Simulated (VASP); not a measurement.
# MgO (Cmcm) in VASP: a series of runs

The runs below take MgO through single point, with PBEsol.

All numbers are computed with VASP 6.6.1; they aren't measurements. Logs are shortened: lines on timing, memory, paths and dates and some standing lists are left out, and cuts for length are marked.

### 1 The cell of the first run

It takes space group Cmcm (No. 63, orthorhombic). Conventional cell: a = 3.413 Å, b = 5.912 Å, c = 4.391 Å, α = 90.00°, β = 90.00°, γ = 90.00°. Mg (site symmetry m2m) has 5 O at 1.97 to 2.20 Å within 2.6 Å. O (site symmetry m2m) has 5 Mg at 1.97 to 2.20 Å within 2.6 Å.

### 2 Single point, PBEsol (mode 5 frozen in at +0.024 Å, strain +e along z and -e/2 along x and y +0.0467)

The input, INCAR:

```
SYSTEM = MgO
PREC = Accurate ; ENCUT = 520
EDIFF = 1E-6 ; ISMEAR = 0
SIGMA = 0.05 ; LREAL = .FALSE.
LASPH = .TRUE. ; NELM = 100
ALGO = Normal ; ISIF = 2
LWAVE = .FALSE. ; LCHARG = .FALSE.
GGA = PS ; NBANDS = 16
```

The input, KPOINTS:

```
regular mesh
0
G
  9 9 6
  0 0 0
```

The input, POSCAR:

```
MgO
1.0
    3.4131635912      0.0000000000      0.0000000000
   -1.7065817956      2.9558863772      0.0000000000
    0.0000000000      0.0000000000      4.3906063377
Mg O
2 2
Direct
    0.6706976504      0.3413953009      0.7500000000
    0.3293023496      0.6586046991      0.2500000000
    0.6636986988      0.3273973975      0.2500000000
    0.3363013012      0.6726026025      0.7500000000
```

Potentials or basis: VASP PAW PBE potentials, release 64 (Mg, O).

The run is started by

```bash
$ cat potpaw_PBE.64/Mg/POTCAR potpaw_PBE.64/O/POTCAR > POTCAR
$ mpirun -np 1 vasp_std > vasp.out
```

OUTCAR:

```text
SYSTEM = MgO
   PREC = Accurate
   ENCUT = 520
   EDIFF = 1E-6
   ISMEAR = 0
   LREAL = .FALSE.
   LASPH = .TRUE.
   NELM = 100
   ISIF = 2
   GGA = PS

 ion  position               nearest neighbor table
   1  0.671  0.341  0.750-   4 1.97   4 1.97   4 1.98   3 2.20   3 2.20   2 2.93   2 2.93   2 2.93
                             2 2.93   2 2.98   2 2.98
   2  0.329  0.659  0.250-   3 1.97   3 1.97   3 1.98   4 2.20   4 2.20   1 2.93   1 2.93   1 2.93
                             1 2.93   1 2.98   1 2.98
   3  0.664  0.327  0.250-   2 1.97   2 1.97   2 1.98   1 2.20   1 2.20
   4  0.336  0.673  0.750-   1 1.97   1 1.97   1 1.98   2 2.20   2 2.20

  LATTYP: Found a hexagonal cell.
 ALAT       =     3.4131635912
 C/A-ratio  =     1.2863744208

  Lattice vectors:

 A1 = (   3.4131635912,   0.0000000000,   0.0000000000)
 A2 = (  -1.7065817956,   2.9558863772,   0.0000000000)
 A3 = (   0.0000000000,   0.0000000000,   4.3906063377)

Analysis of symmetry for initial positions (statically):
=====================================================================
 Subroutine PRICEL returns:
 Original cell was already a primitive cell.

 Routine SETGRP: Setting up the symmetry group for a
 hexagonal supercell.

 Subroutine GETGRP returns: Found  8 space group operations
 (whereof  4 operations were pure point group operations)
 out of a pool of 24 trial point group operations.

The static configuration has the point symmetry C_2h.
 The point group associated with its full space group is D_2h.

Analysis of symmetry for dynamics (positions and initial velocities):
=====================================================================
 Subroutine PRICEL returns:
 Original cell was already a primitive cell.

 Routine SETGRP: Setting up the symmetry group for a
 hexagonal supercell.

 Subroutine GETGRP returns: Found  8 space group operations
 (whereof  4 operations were pure point group operations)
 out of a pool of 24 trial point group operations.

The dynamic configuration has the point symmetry C_2h.
 The point group associated with its full space group is D_2h.

 Subroutine INISYM returns: Found  8 space group operations
 (whereof  4 operations are pure point group operations),
 and found     1 'primitive' translations

----------------------------------------------------------------------------------------

                                     Primitive cell

  volume of cell :      44.2965

  direct lattice vectors                    reciprocal lattice vectors
     3.413163591  0.000000000  0.000000000     0.292983320  0.169153999  0.000000000
    -1.706581796  2.955886377  0.000000000     0.000000000  0.338307997  0.000000000
     0.000000000  0.000000000  4.390606338     0.000000000  0.000000000  0.227758975

  length of vectors
     3.413163591  3.413163591  4.390606338     0.338307997  0.338307997  0.227758975

  position of ions in fractional coordinates (direct lattice)
     0.670697650  0.341395301  0.750000000
     0.329302350  0.658604699  0.250000000
     0.663698699  0.327397398  0.250000000
     0.336301301  0.672602602  0.750000000

  ion indices of the primitive-cell ions
   primitive index   ion index
                 1           1
                 2           2
                 3           3
                 4           4

----------------------------------------------------------------------------------------

 KPOINTS: regular mesh

Automatic generation of k-mesh.
 Grid dimensions read from file:
 generate k-points for:    9    9    6

 Generating k-lattice:

  Cartesian coordinates                     Fractional coordinates (reciprocal lattice)
     0.032553702  0.018794889  0.000000000     0.111111111  0.000000000  0.000000000
     0.000000000  0.037589777  0.000000000     0.000000000  0.111111111  0.000000000
     0.000000000  0.000000000  0.037959829     0.000000000  0.000000000  0.166666667

  Length of vectors
     0.037589777  0.037589777  0.037959829

  Shift w.r.t. Gamma in fractional coordinates (k-lattice)
     0.000000000  0.000000000  0.000000000

 Subroutine IBZKPT returns following result:
 ===========================================

 Found    100 irreducible k-points:

 Following reciprocal coordinates:
            Coordinates               Weight
  0.000000  0.000000  0.000000      1.000000
  0.111111  0.000000  0.000000      4.000000
  0.000000  0.111111  0.000000      2.000000
  0.222222 -0.000000  0.000000      4.000000
  0.000000  0.222222  0.000000      2.000000
  0.333333  0.000000  0.000000      4.000000
[... 16 lines left out ...]
 -0.222222 -0.444444  0.000000      4.000000
  0.444444  0.333333  0.000000      4.000000
 [... further k-points ...]
   k-points           NKPTS =    100   k-points in BZ     NKDIM =    100   number of bands    NBANDS=     16
   number of dos      NEDOS =    301   number of ions     NIONS =      4
   total plane-waves  NPLWV =  28224
   dimension x,y,z NGX =    28 NGY =   28 NGZ =   36
   dimension x,y,z NGXF=    56 NGYF=   56 NGZF=   72
   ions per type =               2   2
   NGX,Y,Z   is equivalent  to a cutoff of  13.64, 13.64, 13.63 a.u.
   NGXF,Y,Z  is equivalent  to a cutoff of  27.28, 27.28, 27.26 a.u.
 SYSTEM =  MgO
   PREC   = accura    normal or accurate (medium, high low for compatibility)
   ISTART =      0    job   : 0-new  1-cont  2-samecut
   ICHARG =      2    charge: 1-file 2-atom 10-const
   ISPIN  =      1    spin polarized calculation?
   LNONCOLLINEAR =      F non collinear calculations
   LSORBIT =      F    spin-orbit coupling
   LASPH  =      T    aspherical Exc in radial PAW
   ENCUT  =  520.0 eV  38.22 Ry    6.18 a.u.   6.35  6.35  8.16*2*pi/ulx,y,z
   NELM   =    100;   NELMIN=  2; NELMDL= -5     # of ELM steps
   EDIFF  = 0.1E-05   stopping-criterion for ELM
   LREAL  =      F    real-space projection
   EDIFFG = 0.1E-04   stopping-criterion for IOM
   NSW    =      0    number of steps for IOM
   IBRION =     -1    ionic relax: 0-MD 1-quasi-New 2-CG
   NFREE  =      0    steps in history (QN), initial steepest desc. (CG)
   ISIF   =      2    stress and relaxation
   ISYM   =      2    0-nonsym 1-usesym 2-fastsym
   POTIM  = 0.5000    time-step for ionic-motion
   TEBEG  =    0.0;   TEEND  =   0.0 temperature during run
   PSTRESS=    0.0 pullay stress
   NELECT =      16.0000    total number of electrons
   NUPDOWN=      -1.0000    fix difference up-down
   EMIN   =  10.00;   EMAX   =-10.00  energy-range for DOS
   EFERMI =   0.00;   METHOD = LEGACY
   ISMEAR =     0;   SIGMA  =   0.05  broadening in eV -4-tet -1-fermi 0-gaus
   EFERMI_NEDOS =   21; number of points for ismear=-14 and -15
   IALGO  =     38    algorithm
   IMIX   =      4    mixing-type and parameters
     AMIX     =   0.40;   BMIX     =  1.00
     AMIX_MAG =   1.60;   BMIX_MAG =  1.00
  volume/ion in A,a.u.               =      11.07        74.73
  Fermi-wavevector in a.u.,A,eV,Ry     =   1.165892  2.203217 18.494461  1.359305
  Thomas-Fermi vector in A             =   2.302412
   LORBIT       =      0    0 simple, 1 ext, 2 COOP (PROOUT), +10 PAW based schemes
   GGA     = PS    functional components
   LHFCALC =     F    Hartree Fock is set to
   AEXX    =    0.0000 exact exchange contribution
   IVDW    =     0    specifies the selected vdW correction
   LEPSILON=     F    determine dielectric tensor
   LRPA    =     F    only Hartree local field effects (RPA)
 non-spin polarized calculation
 Gauss-broadening in eV      SIGMA  =   0.05
  energy-cutoff  :      520.00
  volume of cell :       44.30
 maximum number of plane-waves:      1209
 NGX is ok and might be reduce to    28
   NGX = 13   NGY = 13   NGZ = 17

 number of electron      15.9999996 magnetization

 Free energy of the ion-electron system (eV)
  ---------------------------------------------------
  ext. energy  EPLUGINS =         0.00000000
  ---------------------------------------------------
  free energy    TOTEN  =       -24.68091187 eV

  energy without entropy =      -24.68091187  energy(sigma->0) =      -24.68091187

 E-fermi :   2.1672     XC(G=0): -10.2941

 val. band max:        1.9347099488   @ k =   0.0000   0.0000   0.0000
 cond. band min:       5.1286404110   @ k =   0.0000   0.0000   0.0000
 fundamental gap:      3.1939304622
 Fermi energy:         2.1671533825

 k-point     1 :       0.0000    0.0000    0.0000
  band No.  band energies     occupation
      1     -14.9746      2.00000
      2     -13.6898      2.00000
      3      -1.9410      2.00000
      4       0.2054      2.00000
      5       0.2293      2.00000
      6       0.9339      2.00000
[... 8 lines left out ...]
     15      17.4701      0.00000
     16      17.6309      0.00000

 k-point     2 :       0.1111    0.0000    0.0000
  band No.  band energies     occupation
      1     -14.9103      2.00000
      2     -13.6893      2.00000
      3      -1.8350      2.00000
      4      -0.0100      2.00000
      5       0.1229      2.00000
      6       0.6306      2.00000
[... 8 lines left out ...]
     15      16.8256      0.00000
     16      16.9900      0.00000

 k-point     3 :       0.0000    0.1111    0.0000
  band No.  band energies     occupation
      1     -14.9097      2.00000
      2     -13.6906      2.00000
      3      -1.8335      2.00000
      4      -0.0131      2.00000
      5       0.1327      2.00000
      6       0.6679      2.00000
[... 8 lines left out ...]
     15      16.8547      0.00000
     16      17.0220      0.00000

 k-point     4 :       0.2222   -0.0000    0.0000
  band No.  band energies     occupation
      1     -14.7342      2.00000
      2     -13.6989      2.00000
      3      -1.5310      2.00000
      4      -0.6724      2.00000
      5      -0.0661      2.00000
      6       0.1780      2.00000
[... 8 lines left out ...]
     15      15.8213      0.00000
     16      16.2001      0.00000
[... 324 lines left out ...]
 k-point    22 :       0.3333    0.2222    0.0000
  band No.  band energies     occupation
      1     -14.1752      2.00000
      2     -13.8811      2.00000
      3      -1.7222      2.00000
      4      -0.5676      2.00000
      5      -0.3666      2.00000
      6      -0.2388      2.00000
[... 8 lines left out ...]
     15      15.6076      0.00000
     16      17.0629      0.00000

 k-point    23 :      -0.2222   -0.4444    0.0000
  band No.  band energies     occupation
      1     -14.1624      2.00000
      2     -13.8959      2.00000
      3      -1.6984      2.00000
      4      -0.5744      2.00000
      5      -0.3355      2.00000
      6      -0.2515      2.00000
[... 8 lines left out ...]
     15      15.3878      0.00000
     16      17.1521      0.00000

 k-point    24 :       0.4444    0.3333    0.0000
  band No.  band energies     occupation
      1     -14.1829      2.00000
      2     -13.8722      2.00000
      3      -1.7328      2.00000
      4      -0.5784      2.00000
      5      -0.3852      2.00000
      6      -0.2219      2.00000
[... 8 lines left out ...]
     15      15.7124      0.00000
     16      17.0574      0.00000

 [... further k-points ...]
[... 5 lines left out ...]
  --------------------------------------------------------------------------------------
  -------------------------------------------------------------------------------------
  Total        1.2943342      1.0900007     -1.8282940      0.0000000      0.0000000      0.0000000
  in kB       46.8152862     39.4246655    -66.1282886      0.0000000      0.0000000      0.0000000
  external PRESSURE =       6.7038877 kB  Pullay stress =       0.0000000 kB

 VOLUME and BASIS-vectors are now :
 -----------------------------------------------------------------------------
  energy-cutoff  :      520.00
  volume of cell :       44.30
      direct lattice vectors                 reciprocal lattice vectors
     3.413163591  0.000000000  0.000000000     0.292983320  0.169153999  0.000000000
    -1.706581796  2.955886377  0.000000000     0.000000000  0.338307997  0.000000000
     0.000000000  0.000000000  4.390606338     0.000000000  0.000000000  0.227758975

 POSITION                                       TOTAL-FORCE (eV/Angst)
 -----------------------------------------------------------------------------------
      1.70658      1.00913      3.29295         0.000000     -0.176878      0.000000
      0.00000      1.94676      1.09765         0.000000      0.176878     -0.000000
      1.70658      0.96775      1.09765         0.000000      0.056994      0.000000
     -0.00000      1.98814      3.29295        -0.000000     -0.056994      0.000000
 -----------------------------------------------------------------------------------
    total drift:                                0.000000     -0.000000      0.000000

  FREE ENERGIE OF THE ION-ELECTRON SYSTEM (eV)
  ---------------------------------------------------
  free  energy   TOTEN  =       -24.6809118691 eV

  energy  without entropy=      -24.6809118691  energy(sigma->0) =      -24.68091187
```

Wall time 80 s (1 thread of Intel Xeon Platinum 8488C (Sapphire Rapids), shared host); peak memory 0.21 GiB.

What came out:

```yaml
Free_energy: -24.6809 eV
Pressure: 0.7 GPa
Largest_force: 0.177 eV/Å
Band_gap_on_the_k_mesh: 3.19 eV, direct
```

Forces in eV/Å, atoms in the order of the input:
```
Mg   0.000 -0.177  0.000
Mg   0.000  0.177  0.000
O    0.000  0.057  0.000
O    0.000 -0.057  0.000
```

Caveat: the cell differs from its parent crystal (mode 5 frozen in at +0.024 Å, strain +e along z and -e/2 along x and y +0.0467); the PAW data sets were made with another functional, which shifts forces and pressure a little.

(Part 1 of 2 ends here.)
